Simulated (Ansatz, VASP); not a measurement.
## Nb in VASP and in Ansatz

The input INCAR:

```
PREC = Accurate ; ENCUT = 520
EDIFF = 1E-7 ; ISMEAR = -1
SIGMA = 0.08 ; LREAL = False
LASPH = True ; NELM = 100
ALGO = Normal ; ISIF = 2
LWAVE = False ; LCHARG = True
LDIPOL = True ; IDIPOL = 3
DIPOL = 0.5 0.5 0.500 ; GGA = PE
LELF = True ; LVHAR = True
LVACPOTAV = True ; NBANDS = 26
```

File KPOINTS:

```
Automatic mesh
0
Gamma
  9 9 1
```

File POSCAR:

```
Nb
1.0
    4.6833292383      0.0000000000      0.0000000000
   -2.3416646191      4.0558820946      0.0000000000
    0.0000000000      0.0000000000     17.9120000000
Nb
3
Direct
    0.1666666665      0.3333333335      0.4466290433
    0.5000000005      0.9999999995      0.4999999998
    0.8333333335      0.6666666665      0.5533709567
```

Input for Ansatz:

```yaml
crystal:
  lattice:
    - [4.6833292383, 0.0, 0.0]
    - [-2.3416646191, 4.0558820946, 0.0]
    - [0.0, 0.0, 17.912]
  atoms:
    - { symbol: Nb, position: [0.1666666665, 0.3333333335, 0.4466290433] }
    - { symbol: Nb, position: [0.5000000005, 0.9999999995, 0.4999999998] }
    - { symbol: Nb, position: [0.8333333335, 0.6666666665, 0.5533709567] }
kpoints:
  mp_grid: { grid: [9, 9, 1] }
scf:
  occupations: { method: fermi_dirac, width: 0.08 }
hamiltonian:
  xc: pbe
  pseudopotentials: { kind: paw }
output:
  forces: true
  stress: true
  eigenvalues: true
  populations: true
efield:
  axis: 3
  amplitude: 0
  dipole_correction: true
```

Alike in both runs: task single point; functional PBE; k mesh 9 × 9 × 1; occupations fermi-dirac, width 0.08 eV; no spin polarisation.

|  | VASP | Ansatz |
| --- | --- | --- |
| version | VASP 6.6.1 | Ansatz 0.2.0 |
| potentials or method | VASP PAW PBE potentials, release 64 (Nb_sv) | PAW with Ansatz's default frozen-core files, scalar-relativistic |
| plane-wave cutoff (eV) | 520 | 420 |
| valence electrons in the cell | 39 | 39 |

```tsv
	VASP	Ansatz	Ansatz less VASP
rms of the force components (eV/Å)	1.023	1.020	-0.0034
```

Atom by atom the forces differ by 0.003 eV/Å (rms over components).
